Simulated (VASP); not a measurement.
Set up this calculation in VASP 6.6.1, as the native input.

```yaml
Task: single point
Functional: PBEsol
Potentials_or_basis: VASP PAW PBE potentials, release 64 (Hf_pv, H)
Cutoff: 520 eV
k_mesh: 8 × 8 × 8
Occupations: gaussian, width 0.1 eV
Spin: no spin polarisation
Dipole_correction: no
Further_INCAR_settings: ALGO = Normal; EDIFF = 1e-07; NBANDS = 14
```

The structure of HfH3 lies in POSCAR:

```
HfH3
1.0
   -1.5265120000      1.5265120000      3.0340320000
    1.5265120000     -1.5265120000      3.0340320000
    1.5265120000      1.5265120000     -3.0340320000
Hf H
1 3
Direct
    0.0000000000      0.0000000000      0.0000000000
    0.7500000000      0.2500000000      0.5000000000
    0.2500000000      0.7500000000      0.5000000000
    0.5000000000      0.5000000000      0.0000000000
```

One way to write it, as run:

INCAR

```
ALGO = Normal
EDIFF = 1E-7
ENCUT = 520
GGA = PS
ISIF = 2
ISMEAR = 0
LASPH = T
LCHARG = T
LELF = T
LREAL = F
LVHAR = T
LWAVE = F
NBANDS = 14
NELM = 60
PREC = Accurate
SIGMA = 0.1
```

KPOINTS

```
k-points
0
Gamma
  8 8 8
```

Potentials or basis: VASP PAW PBE potentials, release 64 (Hf_pv, H).

The run is started by

```console
$ cat potpaw_PBE.64/Hf_pv/POTCAR potpaw_PBE.64/H/POTCAR > POTCAR
$ mpirun -np 1 vasp_std > vasp.out
```

It gave:

The pressure is -4.8 GPa.

Caveat: the k points lie up to 0.36 Å⁻¹ apart; the PAW data sets were made with another functional, which shifts forces and pressure a little.

Run time: 24 s on 1 thread of Intel(R) Xeon(R) 6975P-C (Granite Rapids) (shared host), peak memory 0.16 GiB.
